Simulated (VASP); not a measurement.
Input of a VASP 6.6.1 run:

Contents of POSCAR:

```
Y
1.0
    0.0000000000      2.6838000000      2.2862000000
    2.6838000000      0.0000000000      2.2862000000
    2.6838000000      2.6838000000      0.0000000000
Y
1
Direct
    0.0000000000      0.0000000000      0.0000000000
```

INCAR.step1

```
PREC = Accurate
ENCUT = 520
ISMEAR = 0
SIGMA = 0.15
LREAL = False
LASPH = True
NELM = 100
NBANDS = 12
GGA = PE
ALGO = Normal
EDIFF = 1E-4
LWAVE = True
LCHARG = False
```

Contents of INCAR.step2:

```
PREC = Accurate
ENCUT = 520
EDIFF = 1E-7
ISMEAR = 0
SIGMA = 0.15
LREAL = False
LASPH = True
NELM = 100
ALGO = Normal
ISIF = 2
LWAVE = False
LCHARG = True
METAGGA = R2SCAN
LMIXTAU = True
LELF = True
LVHAR = True
NBANDS = 12
ISTART = 1
```

KPOINTS

```
Automatic mesh
0
Gamma
  16 16 16
```

Potentials or basis: VASP PAW PBE potentials, release 64 (Y_sv).

Run with:

```sh
$ cat potpaw_PBE.64/Y_sv/POTCAR > POTCAR
$ cp INCAR.step1 INCAR
$ mpirun -np 1 vasp_std > vasp.out
$ cp INCAR.step2 INCAR
$ mpirun -np 1 vasp_std > vasp.out
```

Q: What does it give for the band gap on the k mesh?

A: Zero (an odd number of electrons rules out a gap without spin polarisation).

Q: Predict the pressure.

A: 0.4 GPa.

Stress tensor (GPa, compression positive):
```
-0.18  0.00  0.00
 0.00 -0.18  0.00
 0.00  0.00  1.59
```

Caveat: the cell differs from its parent crystal (strain +0.080 along x and y, -0.080 along z); the PAW data sets were made with another functional, which shifts forces and pressure a little.
